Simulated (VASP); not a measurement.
Runs of VASP 6.6.1 on KCl. The structure is that of space group Fm-3m (No. 225), or close to it. The cells are those of the table. 

```csv
cell,gap on the mesh (eV),pressure (GPa)
"a = 4.441, b = 4.441, c = 4.463 Å, angles 59.8, 59.8, 60.3°, 2 atoms",5.18,(a)
"a = 4.486, b = 4.486, c = 4.463 Å, angles 60.2, 60.2, 59.7°, 2 atoms",5.12,0.4
"a = 4.508, b = 4.508, c = 4.463 Å, angles 60.3, 60.3, 59.3°, 2 atoms",5.08,0.3
"a = 4.531, b = 4.531, c = 4.463 Å, angles 60.5, 60.5, 59.0°, 2 atoms",(c),0.1
"a = 4.542, b = 4.542, c = 4.463 Å, angles 60.6, 60.6, 58.9°, 2 atoms",5.03,(b)
"a = 4.419, b = 4.419, c = 4.463 Å, angles 59.7, 59.7, 60.7°, 2 atoms",5.21,1.0
```

Alike in all rows: task single point; level PBE; potentials or basis VASP PAW PBE potentials, release 64 (K_sv, Cl); no spin polarisation; k mesh 6 × 6 × 6; cutoff (eV) 520; smearing gaussian 0.05 eV.

Q: Fill in the values left out.

A: (a) 0.8; (b) 0.0; (c) 5.05.

